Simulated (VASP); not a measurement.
Write the native input for VASP 6.6.1 that does the following.

- Task: single point
- Functional: PBEsol
- Dispersion: D3(BJ)
- Potentials or basis: VASP PAW PBE potentials, release 64 (Re)
- Cutoff: 520 eV
- k mesh: 14 × 14 × 8
- Occupations: fermi-dirac, width 0.1 eV
- Spin: no spin polarisation
- Dipole correction: no
- Further INCAR settings: ALGO = Normal; EDIFF = 1e-06; NBANDS = 14

The structure of Re lies in POSCAR:

```
Re
1.0
    2.7790839766      0.0000000000      0.0000000000
   -1.3895419883      2.4067573181      0.0000000000
    0.0000000000      0.0000000000      4.4877253638
Re
2
Direct
    0.3333333333      0.6666666667      0.2500000000
    0.6666666667      0.3333333333      0.7500000000
```

One way to write it, as run:

INCAR

```
SYSTEM = Re
  PREC = Accurate
  ENCUT = 520
  EDIFF = 1E-6
  ISMEAR = -1
  SIGMA = 0.1
  LREAL = .False.
  LASPH = .True.
  NELM = 80
  ALGO = Normal
  ISIF = 2
  LWAVE = .False.
  LCHARG = .False.
  GGA = PS
  IVDW = 12
  NBANDS = 14
```

KPOINTS

```
regular mesh
0
Gamma
  14 14 8
  0 0 0
```

Potentials or basis: VASP PAW PBE potentials, release 64 (Re).

Command:

```sh
$ cat potpaw_PBE.64/Re/POTCAR > POTCAR
$ mpirun -np 1 vasp_std > vasp.out
```

Results of the run:

| Quantity | Value |
| --- | --- |
| Pressure | -18.5 GPa |
| Band gap on the k mesh | zero (bands 7 and 8 overlap by 3.18 eV) |
| Dispersion energy per atom | -0.673 eV |

Caveat: three body term missing; the cell stands under tension; the PAW data sets were made with another functional, which shifts forces and pressure a little; spin-orbit coupling is left out, which moves the levels of the heavy elements.

It took 21 s on 1 thread of Intel(R) Xeon(R) 6975P-C (Granite Rapids) (shared host), peak memory 0.19 GiB.
